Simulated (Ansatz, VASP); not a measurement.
## Mo in VASP and in Ansatz

```
Mo
1.0
     3.12934    0.00000    0.00000
     0.00000    3.12934    0.00000
    -1.56467   -1.56467    4.69401
Mo
3
Direct
  0.00000 0.00000 0.00000
  0.33333 0.33333 0.66667
  0.66667 0.66667 0.33333
```

Alike in both runs: task relaxation of cell and atoms; functional PBEsol; k mesh 14 × 14 × 14; occupations gaussian, width 0.1 eV; no spin polarisation.

|  | VASP | Ansatz |
| --- | --- | --- |
| version | VASP 6.6.1 | Ansatz 0.2.0 |
| potentials or method | VASP PAW PBE potentials, release 64 (Mo_sv), cutoff 600 eV | scalar-relativistic, plane waves, PAW |
| valence electrons in the cell | 42 | 42 |

|  | VASP | Ansatz | Ansatz less VASP |
| --- | --- | --- | --- |
| gap on the k mesh at the Fermi level, each at its own relaxed structure (eV) | none | none | - |
| relaxed volume (Å³/atom) | 15.36 | 15.33 | -0.026 |
| relaxed length of the cell vector where the two differ most in proportion (Å) | 5.194 | 5.191 | -0.0029 |

VASP's potentials were made for PBE, not for PBEsol. A gap of «none» marks a metal or a gap that the smearing closes.
